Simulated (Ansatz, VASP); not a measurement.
Given: the input of a run of VASP 6.6.1 on WS2.

The input INCAR:

```
SYSTEM = WS2
PREC = Accurate
ENCUT = 520
EDIFF = 1E-6
ISMEAR = -1
SIGMA = 0.05
LREAL = .False.
LASPH = .True.
NELM = 100
ALGO = Normal
ISIF = 2
LWAVE = .False.
LCHARG = .False.
GGA = PS
NBANDS = 20
```

Contents of KPOINTS:

```
Automatic mesh
0
Gamma
  10 10 10
  0 0 0
```

POSCAR

```
WS2
1.0
    1.5894572584      0.9176735760      6.2041512999
   -1.5894572584      0.9176735760      6.2041512999
    0.0000000000     -1.8353471520      6.2041512999
W S
1 2
Direct
    0.0000000000      0.0000000000      0.0000000000
    0.5810000000      0.5810000000      0.5810000000
    0.7503000000      0.7503000000      0.7503000000
```

Potentials or basis: VASP PAW PBE potentials, release 64 (W_sv, S).

Run with:

```sh
$ cat potpaw_PBE.64/W_sv/POTCAR potpaw_PBE.64/S/POTCAR > POTCAR
$ mpirun -np 1 vasp_std > vasp.out
```

Problem. Set up the same calculation for Ansatz 0.2.0. Potentials there: all-electron LAPW, scalar-relativistic.

Solution. As run (the cutoff follows the program's own potentials):

File input.yaml:

```yaml
crystal:
  lattice:
    - [1.5894572584, 0.917673576, 6.2041512999]
    - [-1.5894572584, 0.917673576, 6.2041512999]
    - [0.0, -1.835347152, 6.2041512999]
  atoms:
    - { symbol: W, position: [0.0, 0.0, 0.0] }
    - { symbol: S, position: [0.581, 0.581, 0.581] }
    - { symbol: S, position: [0.7503, 0.7503, 0.7503] }
kpoints:
  mp_grid: { grid: [10, 10, 10] }
scf:
  occupations: { method: fermi_dirac, width: 0.05 }
hamiltonian:
  xc: pbesol
  pseudopotentials: { kind: all_electron, lapw: { basis_error: 0.002 } }
output:
  forces: true
  stress: true
  eigenvalues: true
```

Potentials or basis: all-electron LAPW, scalar-relativistic.

Run with:

```sh
$ ansatz run input.yaml --threads 2 --pin off --max-ram 6144MiB --backend cpu --events-out ev --progress --plain --runs-dir out
```

Both were run:

|  | VASP | Ansatz | Ansatz less VASP |
| --- | --- | --- | --- |
| gap on the k mesh at the Fermi level (eV) | 1.05 | 1.04 | -0.013 |
| least direct gap on the mesh (eV) | 2.18 | 2.17 | -0.003 |
| pressure (GPa) | -3.7 | -3.7 | -0.05 |
| traceless stress, the component that is largest in VASP (GPa) | 0.51 | 0.47 | -0.043 |
| rms of the force components (eV/Å) | 0.298 | 0.303 | +0.0042 |

VASP's potentials were made for PBE, not for PBEsol. Atom by atom the forces differ by 0.008 eV/Å (rms over components). Ansatz ran all-electron here, and VASP with PAW potentials.

Neither program's run includes spin-orbit coupling.
